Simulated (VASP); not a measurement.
Input of a VASP 6.6.1 run:

INCAR

```
SYSTEM = TiO2
PREC = Accurate ; ENCUT = 600
EDIFF = 1E-7 ; ISMEAR = 0
SIGMA = 0.02 ; LREAL = .FALSE.
LASPH = .TRUE. ; NELM = 80
ALGO = Normal ; ISIF = 3
LWAVE = .FALSE. ; LCHARG = .FALSE.
GGA = PE ; IBRION = 2
NSW = 70 ; EDIFFG = -0.008
PSTRESS = 600.0
```

Contents of KPOINTS:

```
regular mesh
0
G
  10 10 10
  0 0 0
```

File POSCAR:

```
TiO2
1.0
   -1.8196318592      1.8196318592      4.2048715490
    1.8196318592     -1.8196318592      4.2048715490
    1.8196318592      1.8196318592     -4.2048715490
Ti O
2 4
Direct
    0.0000000000      0.0000000000      0.0000000000
    0.7500000000      0.2500000000      0.5000000000
    0.9728916604      0.4728916604      0.5000000000
    0.2228916604      0.2228916604      0.0000000000
    0.5271083396      0.0271083396      0.5000000000
    0.7771083396      0.7771083396      0.0000000000
```

Potentials or basis: VASP PAW PBE potentials, release 64 (Ti_sv, O).

Launch:

```console
$ cat potpaw_PBE.64/Ti_sv/POTCAR potpaw_PBE.64/O/POTCAR > POTCAR
$ mpirun -np 1 vasp_std > vasp.out
```

(1) Predict the band gap on the k mesh.

(2) Predict the relaxed cell.

(3) What does it give for the space group after relaxing (to 0.05 Å)?

Answers

(1) 1.53 eV, indirect (least direct gap 2.02 eV).

(2) a = 4.747 Å, b = 4.747 Å, c = 4.747 Å, α = 134.21°, β = 134.21°, γ = 66.75°.

(3) I4_1/amd (No. 141).

Caveat: the cell is relaxed towards a set pressure, so the enthalpy falls and the energy may rise.
